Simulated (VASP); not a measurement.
BaTiO3:

```
Ba Ti O
1.0
     2.82737    1.63238    2.31839
    -2.82737    1.63238    2.31839
     0.00000   -3.26476    2.31839
Ba Ti O
1 1 3
Cartesian
  0.0000 0.0000 0.0000
  0.0000 0.0000 3.3698
  0.0000 1.6033 2.3988
  -1.3885 -0.8017 2.3988
  1.3885 -0.8017 2.3988
```

Base run:

```yaml
Program: VASP 6.6.1
Functional: PBEsol
Potentials_or_basis: VASP PAW PBE potentials, release 64 (Ba_sv, Ti_sv, O)
Cutoff: 520 eV
k_mesh: 6 × 6 × 6
Occupations: fermi-dirac, width 0.05 eV
Spin: no spin polarisation
Hubbard_terms: Ti d U = 4.5 eV
```

Its results: band gap on the k mesh 2.80 eV (least direct gap 3.21 eV); pressure 4.7 GPa; largest force 1.330 eV/Å.

Question: After a change of settings the same cell gave: band gap on the k mesh 2.98 eV (least direct gap 3.39 eV); pressure 6.1 GPa; largest force 1.737 eV/Å. Which change was it?
A. hubbard terms from Ti d U = 4.5 eV to Ti d U = 6.0 eV
B. hubbard terms from Ti d U = 4.5 eV to Ti d U = 3.0 eV
C. hubbard terms from Ti d U = 4.5 eV to none

Answer: A.

Caveats: the cell stands under pressure; the PAW data sets were made with another functional, which shifts forces and pressure a little; spin-orbit coupling is left out, which moves the levels of the heavy elements.
